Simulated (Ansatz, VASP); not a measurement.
Two plane-wave programs on Yb

```
Yb
1.0
     3.87990    0.00000    0.00000
    -1.93995    3.36009    0.00000
     0.00000    0.00000    6.38590
Yb
2
Direct
  0.66667 0.33333 0.75000
  0.33333 0.66667 0.25000
```

Alike in both runs: task single point; functional PBE; k mesh 7 × 7 × 4; occupations fermi-dirac, width 0.05 eV; collinear spin; fixed moment 1 μB.

```csv
,VASP,Ansatz
version,VASP 6.6.1,Ansatz 0.2.0
potentials or method,"VASP PAW PBE potentials, release 64 (Yb)",Ansatz PAW
plane-wave cutoff (eV),520,420
valence electrons in the cell,48,48
```

VASP gave:

- pressure (GPa): -2.3
- traceless stress, the component that is largest in VASP (GPa): -0.13
- net moment per atom (μB): 0.50
- size of the moment on the site where the two differ most (μB): 0.24

Q: What did Ansatz give for the same quantities?

A: Pressure (GPa): -2.2; traceless stress, the component that is largest in VASP (GPa): -0.10; net moment per atom (μB): 0.50; size of the moment on the site where the two differ most (μB): 0.31.

Site moments also hang on the region over which each program counts them.

Neither program's run includes spin-orbit coupling.
